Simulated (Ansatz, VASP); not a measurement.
## Li3ClO in VASP and in Ansatz

File INCAR:

```
SYSTEM = Li3ClO
  PREC = Accurate
  ENCUT = 520
  EDIFF = 1E-6
  ISMEAR = 0
  SIGMA = 0.05
  LREAL = .False.
  LASPH = .True.
  NELM = 60
  ALGO = Normal
  ISIF = 2
  LWAVE = .False.
  LCHARG = .False.
  GGA = CA
  NBANDS = 19
```

File KPOINTS:

```
Automatic mesh
0
Gamma
  6 6 6
  0 0 0
```

Contents of POSCAR:

```
Li3ClO
1.0
    3.9083370000      0.0000000000      0.0000000000
    0.0000000000      3.9083370000      0.0000000000
    0.0000000000      0.0000000000      3.9083370000
Li Cl O
3 1 1
Direct
    0.0000000000      0.5000000000      0.5000000000
    0.5000000000      0.0000000000      0.5000000000
    0.5000000000      0.5000000000      0.0000000000
   -0.0383794949      0.0000000000      0.0000000000
    0.5000000000      0.5000000000      0.5000000000
```

Input for Ansatz:

```yaml
crystal:
  lattice:
    - [3.908337, 0.0, 0.0]
    - [0.0, 3.908337, 0.0]
    - [0.0, 0.0, 3.908337]
  atoms:
    - { symbol: Li, position: [0.0, 0.5, 0.5] }
    - { symbol: Li, position: [0.5, 0.0, 0.5] }
    - { symbol: Li, position: [0.5, 0.5, 0.0] }
    - { symbol: Cl, position: [-0.0383794949, 0.0, 0.0] }
    - { symbol: O, position: [0.5, 0.5, 0.5] }
basis:
  ecutwfc: 420
kpoints:
  mp_grid: { grid: [6, 6, 6] }
hamiltonian:
  xc: lda
scf:
  occupations: { method: gaussian, width: 0.05 }
output:
  forces: true
  stress: true
  eigenvalues: true
```

Change from the starting cell: all Cl atoms moved -0.150 Å, as atom 4 along Cartesian [1 0 0].

Alike in both runs: task single point; functional LDA; k mesh 6 × 6 × 6; occupations gaussian, width 0.05 eV; no spin polarisation.

|  | VASP | Ansatz |
| --- | --- | --- |
| version | VASP 6.6.1 | Ansatz 0.2.0 |
| potentials or method | VASP PAW LDA potentials, release 64 (Li_sv, Cl, O), cutoff 520 eV | scalar-relativistic, plane waves, PAW |
| valence electrons in the cell | 22 | 22 |

|  | VASP | Ansatz | Ansatz less VASP |
| --- | --- | --- | --- |
| gap on the k mesh at the Fermi level (eV) | 4.56 | 4.54 | -0.018 |
| least direct gap on the mesh (eV) | 4.61 | 4.61 | -0.003 |
| rms of the force components (eV/Å) | 0.097 | 0.097 | -0.0002 |

LDA's correlation is that of Perdew and Zunger in VASP and of Perdew and Wang (1992) in Ansatz. Atom by atom the forces differ by 0.000 eV/Å (rms over components).

Noted on VASP's run: the cutoff is under 1.25 times that of the potentials, so the pressure is a little rough.
